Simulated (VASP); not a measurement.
# I (Im-3m) in VASP: further runs

The runs below take I through single point, with LDA.

Everything below comes from runs of VASP 6.6.1. Logs are shortened: lines on timing, memory, paths and dates and some standing lists are left out, and cuts for length are marked.

## (1) The cell of the first run

Symmetry: Im-3m, No. 229, cubic system. Conventional cell: a = 3.366 Å, b = 3.366 Å, c = 3.366 Å, α = 90.00°, β = 90.00°, γ = 90.00°. Within 3.8 Å of I (site symmetry m-3m) lie 14 I at 2.92 to 3.37 Å.

## (2) Single point, LDA

INCAR reads:

```
SYSTEM = I
ALGO = Normal
EDIFF = 1E-7
ENCUT = 520
ISIF = 2
ISMEAR = -1
LASPH = .True.
LCHARG = .False.
LREAL = .False.
LWAVE = .False.
NBANDS = 10
NELM = 100
PREC = Accurate
SIGMA = 0.08
```

KPOINTS reads:

```
k-points
0
Gamma
  13 13 13
  0 0 0
```

POSCAR reads:

```
I
1.0
   -1.6831343992      1.6831343992      1.6831343992
    1.6831343992     -1.6831343992      1.6831343992
    1.6831343992      1.6831343992     -1.6831343992
I
1
Direct
    0.0000000000      0.0000000000      0.0000000000
```

Potentials or basis: VASP PAW LDA potentials, release 64 (I).

On the command line:

```console
> cat potpaw_LDA.64/I/POTCAR > POTCAR
> mpirun -np 1 vasp_std > vasp.out
```

OUTCAR:

```text
SYSTEM = I
   EDIFF = 1E-7
   ENCUT = 520
   ISIF = 2
   ISMEAR = -1
   LASPH = .True.
   LREAL = .False.
   NELM = 100
   PREC = Accurate

 ion  position               nearest neighbor table
   1  0.000  0.000  0.000-

  LATTYP: Found a body centered cubic cell.
 ALAT       =     3.3662687984

  Lattice vectors:

 A1 = (  -1.6831343992,   1.6831343992,   1.6831343992)
 A2 = (   1.6831343992,  -1.6831343992,   1.6831343992)
 A3 = (   1.6831343992,   1.6831343992,  -1.6831343992)

Analysis of symmetry for initial positions (statically):
=====================================================================
 Subroutine PRICEL returns:
 Original cell was already a primitive cell.

 Routine SETGRP: Setting up the symmetry group for a
 body centered cubic supercell.

 Subroutine GETGRP returns: Found 48 space group operations
 (whereof 48 operations were pure point group operations)
 out of a pool of 48 trial point group operations.

The static configuration has the point symmetry O_h .

Analysis of symmetry for dynamics (positions and initial velocities):
=====================================================================
 Subroutine PRICEL returns:
 Original cell was already a primitive cell.

 Routine SETGRP: Setting up the symmetry group for a
 body centered cubic supercell.

 Subroutine GETGRP returns: Found 48 space group operations
 (whereof 48 operations were pure point group operations)
 out of a pool of 48 trial point group operations.

The dynamic configuration has the point symmetry O_h .

 Subroutine INISYM returns: Found 48 space group operations
 (whereof 48 operations are pure point group operations),
 and found     1 'primitive' translations

----------------------------------------------------------------------------------------

                                     Primitive cell

  volume of cell :      19.0729

  direct lattice vectors                    reciprocal lattice vectors
    -1.683134399  1.683134399  1.683134399     0.000000000  0.297064810  0.297064810
     1.683134399 -1.683134399  1.683134399     0.297064810  0.000000000  0.297064810
     1.683134399  1.683134399 -1.683134399     0.297064810  0.297064810  0.000000000

  length of vectors
     2.915274295  2.915274295  2.915274295     0.420113083  0.420113083  0.420113083

  position of ions in fractional coordinates (direct lattice)
     0.000000000  0.000000000  0.000000000

  ion indices of the primitive-cell ions
   primitive index   ion index
                 1           1

----------------------------------------------------------------------------------------

 KPOINTS: k-points

Automatic generation of k-mesh.
 Grid dimensions read from file:
 generate k-points for:   13   13   13

 Generating k-lattice:

  Cartesian coordinates                     Fractional coordinates (reciprocal lattice)
     0.000000000  0.022851139  0.022851139     0.076923077  0.000000000  0.000000000
     0.022851139  0.000000000  0.022851139     0.000000000  0.076923077  0.000000000
     0.022851139  0.022851139  0.000000000     0.000000000  0.000000000  0.076923077

  Length of vectors
     0.032316391  0.032316391  0.032316391

  Shift w.r.t. Gamma in fractional coordinates (k-lattice)
     0.000000000  0.000000000  0.000000000

 Subroutine IBZKPT returns following result:
 ===========================================

 Found     84 irreducible k-points:

 Following reciprocal coordinates:
            Coordinates               Weight
  0.000000  0.000000  0.000000      1.000000
  0.076923  0.000000  0.000000     12.000000
  0.153846  0.000000  0.000000     12.000000
  0.230769  0.000000  0.000000     12.000000
  0.307692  0.000000  0.000000     12.000000
  0.384615  0.000000  0.000000     12.000000
[... 16 lines left out ...]
  0.153846  0.076923  0.076923     24.000000
  0.230769  0.076923  0.076923     24.000000
 [... further k-points ...]
   k-points           NKPTS =     84   k-points in BZ     NKDIM =     84   number of bands    NBANDS=     10
   number of dos      NEDOS =    301   number of ions     NIONS =      1
   total plane-waves  NPLWV =  13824
   dimension x,y,z NGX =    24 NGY =   24 NGZ =   24
   dimension x,y,z NGXF=    48 NGYF=   48 NGZF=   48
   ions per type =               1
   NGX,Y,Z   is equivalent  to a cutoff of  13.69, 13.69, 13.69 a.u.
   NGXF,Y,Z  is equivalent  to a cutoff of  27.37, 27.37, 27.37 a.u.
 SYSTEM =  I
   PREC   = accura    normal or accurate (medium, high low for compatibility)
   ISTART =      0    job   : 0-new  1-cont  2-samecut
   ICHARG =      2    charge: 1-file 2-atom 10-const
   ISPIN  =      1    spin polarized calculation?
   LNONCOLLINEAR =      F non collinear calculations
   LSORBIT =      F    spin-orbit coupling
   LASPH  =      T    aspherical Exc in radial PAW
   ENCUT  =  520.0 eV  38.22 Ry    6.18 a.u.   5.42  5.42  5.42*2*pi/ulx,y,z
   NELM   =    100;   NELMIN=  2; NELMDL= -5     # of ELM steps
   EDIFF  = 0.1E-06   stopping-criterion for ELM
   LREAL  =      F    real-space projection
   EDIFFG = 0.1E-05   stopping-criterion for IOM
   NSW    =      0    number of steps for IOM
   IBRION =     -1    ionic relax: 0-MD 1-quasi-New 2-CG
   NFREE  =      0    steps in history (QN), initial steepest desc. (CG)
   ISIF   =      2    stress and relaxation
   ISYM   =      2    0-nonsym 1-usesym 2-fastsym
   POTIM  = 0.5000    time-step for ionic-motion
   TEBEG  =    0.0;   TEEND  =   0.0 temperature during run
   PSTRESS=    0.0 pullay stress
   NELECT =       7.0000    total number of electrons
   NUPDOWN=      -1.0000    fix difference up-down
   EMIN   =  10.00;   EMAX   =-10.00  energy-range for DOS
   EFERMI =   0.00;   METHOD = LEGACY
   ISMEAR =    -1;   SIGMA  =   0.08  broadening in eV -4-tet -1-fermi 0-gaus
   EFERMI_NEDOS =   21; number of points for ismear=-14 and -15
   IALGO  =     38    algorithm
   IMIX   =      4    mixing-type and parameters
     AMIX     =   0.40;   BMIX     =  1.00
     AMIX_MAG =   1.60;   BMIX_MAG =  1.00
  volume/ion in A,a.u.               =      19.07       128.71
  Fermi-wavevector in a.u.,A,eV,Ry     =   1.172111  2.214968 18.692283  1.373844
  Thomas-Fermi vector in A             =   2.308545
   LORBIT       =      0    0 simple, 1 ext, 2 COOP (PROOUT), +10 PAW based schemes
   GGA     = CA    functional components
   LHFCALC =     F    Hartree Fock is set to
   AEXX    =    0.0000 exact exchange contribution
   IVDW    =     0    specifies the selected vdW correction
   LEPSILON=     F    determine dielectric tensor
   LRPA    =     F    only Hartree local field effects (RPA)
 non-spin polarized calculation
  energy-cutoff  :      520.00
  volume of cell :       19.07
 maximum number of plane-waves:       533
 NGX is ok and might be reduce to    24
   NGX = 11   NGY = 11   NGZ = 11

 number of electron       7.0000000 magnetization

 Free energy of the ion-electron system (eV)
  ---------------------------------------------------
  ext. energy  EPLUGINS =         0.00000000
  ---------------------------------------------------
  free energy    TOTEN  =        -0.08626098 eV

  energy without entropy =       -0.07639721  energy(sigma->0) =       -0.08132909

 E-fermi :  14.9513     XC(G=0): -12.1502

 val. band max:       14.9059122141   @ k =   0.3077   0.1538   0.0000
 cond. band min:      15.0101734265   @ k =  -0.4615  -0.4615   0.0769
 fundamental gap:      0.1042612124
 Fermi energy:        14.9513001085

 k-point     1 :       0.0000    0.0000    0.0000
  band No.  band energies     occupation
      1      -4.7600      2.00000
      2      17.8668      0.00000
      3      17.8668      0.00000
      4      17.8668      0.00000
      5      24.8325      0.00000
      6      24.8325      0.00000
      7      24.8325      0.00000
      8      26.0441      0.00000
      9      26.0441      0.00000
     10      26.0441      0.00000

 k-point     2 :       0.0769    0.0000    0.0000
  band No.  band energies     occupation
      1      -4.6050      2.00000
      2      16.7646      0.00000
      3      17.3854      0.00000
      4      17.7501      0.00000
      5      23.8158      0.00000
      6      23.8318      0.00000
      7      25.5155      0.00000
      8      25.5678      0.00000
      9      26.0610      0.00000
     10      27.3091      0.00000

 k-point     3 :       0.1538    0.0000    0.0000
  band No.  band energies     occupation
      1      -4.1419      2.00000
      2      14.3238      1.99922
      3      16.3361      0.00000
      4      17.4193      0.00000
      5      22.4458      0.00000
      6      22.6477      0.00000
      7      25.2427      0.00000
      8      26.4867      0.00000
      9      27.1708      0.00000
     10      29.2838      0.00000

 k-point     4 :       0.2308    0.0000    0.0000
  band No.  band energies     occupation
      1      -3.3796      2.00000
      2      11.5406      2.00000
      3      15.2190      0.06805
      4      16.9518      0.00000
      5      21.3704      0.00000
      6      21.6840      0.00000
      7      25.4588      0.00000
      8      27.0731      0.00000
      9      29.3016      0.00000
     10      31.5543      0.00000
[... 222 lines left out ...]
 k-point    22 :       0.0769    0.0769    0.0769
  band No.  band energies     occupation
      1      -3.8357      2.00000
      2      13.3245      2.00000
      3      15.9897      0.00000
      4      15.9897      0.00000
      5      23.0617      0.00000
      6      23.0617      0.00000
      7      26.6646      0.00000
      8      26.7615      0.00000
      9      26.7615      0.00000
     10      26.9407      0.00000

 k-point    23 :       0.1538    0.0769    0.0769
  band No.  band energies     occupation
      1      -3.0800      2.00000
      2      11.2007      2.00000
      3      14.2317      1.99975
      4      15.2499      0.04674
      5      23.0706      0.00000
      6      23.0758      0.00000
      7      26.4678      0.00000
      8      27.2843      0.00000
      9      27.7642      0.00000
     10      29.0311      0.00000

 k-point    24 :       0.2308    0.0769    0.0769
  band No.  band energies     occupation
      1      -2.0562      2.00000
      2       8.8703      2.00000
      3      12.9111      2.00000
      4      14.5956      1.97683
      5      22.6493      0.00000
      6      22.9582      0.00000
      7      26.7878      0.00000
      8      28.0636      0.00000
      9      29.8916      0.00000
     10      31.5322      0.00000

 [... further k-points ...]

------------------------ aborting loop because EDIFF is reached ----------------------------------------

  FORCE on cell =-STRESS in cart. coord.  units (eV):
  Direction    XX          YY          ZZ          XY          YZ          ZX
  --------------------------------------------------------------------------------------
  -------------------------------------------------------------------------------------
  Total        7.9576316      7.9576316      7.9576316     -0.0000000     -0.0000000      0.0000000
  in kB      668.4640177    668.4640177    668.4640177     -0.0000000     -0.0000000      0.0000000
  external PRESSURE =     668.4640177 kB  Pullay stress =       0.0000000 kB

 VOLUME and BASIS-vectors are now :
 -----------------------------------------------------------------------------
  energy-cutoff  :      520.00
  volume of cell :       19.07
      direct lattice vectors                 reciprocal lattice vectors
    -1.683134399  1.683134399  1.683134399     0.000000000  0.297064810  0.297064810
     1.683134399 -1.683134399  1.683134399     0.297064810  0.000000000  0.297064810
     1.683134399  1.683134399 -1.683134399     0.297064810  0.297064810  0.000000000

 POSITION                                       TOTAL-FORCE (eV/Angst)
 -----------------------------------------------------------------------------------
      0.00000      0.00000      0.00000         0.000000      0.000000      0.000000
 -----------------------------------------------------------------------------------
    total drift:                                0.000000     -0.000000     -0.000000

  FREE ENERGIE OF THE ION-ELECTRON SYSTEM (eV)
  ---------------------------------------------------
  free  energy   TOTEN  =        -0.0862609760 eV

  energy  without entropy=       -0.0763972076  energy(sigma->0) =       -0.08132909
```

It took 6.3 s on 1 thread of Intel Xeon Platinum 8375C at 2.90GHz (Ice Lake), shared host; peak memory 0.14 GiB.

Results:

```
Free energy            : -0.0863 eV
Pressure               : 66.8 GPa
Band gap on the k mesh : zero (an odd number of electrons rules out a gap without spin polarisation)
```

Caveat: the cell stands under pressure; spin-orbit coupling is left out, which moves the levels of the heavy elements; an odd number of electrons without spin polarisation forces a metal; a magnetic or distorted state may lie lower.

## (3) Single point, LDA (22.25 Å³/atom)

This run uses another cell than the first one, of 22.25 Å³/atom.

INCAR reads:

```
SYSTEM = I
ALGO = Normal ; EDIFF = 1E-6
ENCUT = 520 ; ISIF = 2
ISMEAR = -1 ; LASPH = .True.
LCHARG = .False. ; LREAL = .False.
LWAVE = .False. ; NBANDS = 10
NELM = 100 ; PREC = Accurate
SIGMA = 0.08
```

KPOINTS is that of step 2.

POSCAR reads:

```
I
1.0
   -1.7718803527      1.7718803527      1.7718803527
    1.7718803527     -1.7718803527      1.7718803527
    1.7718803527      1.7718803527     -1.7718803527
I
1
Direct
    0.0000000000      0.0000000000      0.0000000000
```

Potentials or basis: VASP PAW LDA potentials, release 64 (I).

On the command line:

```console
> cat potpaw_LDA.64/I/POTCAR > POTCAR
> mpirun -np 1 vasp_std > vasp.out
```

Wall time 5.7 s (1 thread of Intel Xeon Platinum 8375C at 2.90GHz (Ice Lake), shared host); peak memory 0.14 GiB.

The run converged. Its results:

| Property | Result |
| --- | --- |
| Free energy | -1.0295 eV |
| Pressure | 32.2 GPa |
| Band gap on the k mesh | zero (an odd number of electrons rules out a gap without spin polarisation) |

Levels at points of the mesh, in eV from the Fermi level:
```
           k point  band 2  band 3  band 4  band 5  band 6  band 7
(0.00, 0.00, 0.00)    2.14    2.14    2.14    9.80    9.80    9.80
```

Caveat: the cell stands under pressure; spin-orbit coupling is left out, which moves the levels of the heavy elements; an odd number of electrons without spin polarisation forces a metal; a magnetic or distorted state may lie lower.

[end of part 1 of 2]
